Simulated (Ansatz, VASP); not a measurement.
**One calculation of Al3BiO, two programs**

```
Al Bi O
1.0
     5.21422    0.00000    0.00000
     0.00000    5.21422    0.00000
     0.00000    0.00000    3.60594
Al Bi O
3 1 1
Direct
  0.00000 0.00000 0.00000
  0.00000 0.50000 0.50000
  0.50000 0.00000 0.50000
  0.50000 0.50000 0.00000
  0.00000 0.00000 0.50000
```

Alike in both runs: functional PBE; k mesh 4 × 4 × 6; occupations gaussian, width 0.1 eV; no spin polarisation.

Ansatz relaxed the structure, and its values are those at the end. VASP's run is a single point on that final structure, the one shown.

|  | VASP | Ansatz |
| --- | --- | --- |
| version | VASP 6.6.1 | Ansatz 0.2.0 |
| potentials or method | VASP PAW PBE potentials, release 64 (Al, Bi_d, O), cutoff 520 eV | scalar-relativistic, plane waves, PAW |
| valence electrons in the cell | 30 | 30 |

```tsv
	VASP	Ansatz	Ansatz less VASP
gap on the k mesh at the Fermi level (eV)	none	none	-
pressure (GPa)	0.2	0.2	+0.04
```

A gap of «none» marks a metal or a gap that the smearing closes.

Neither program's run includes spin-orbit coupling.
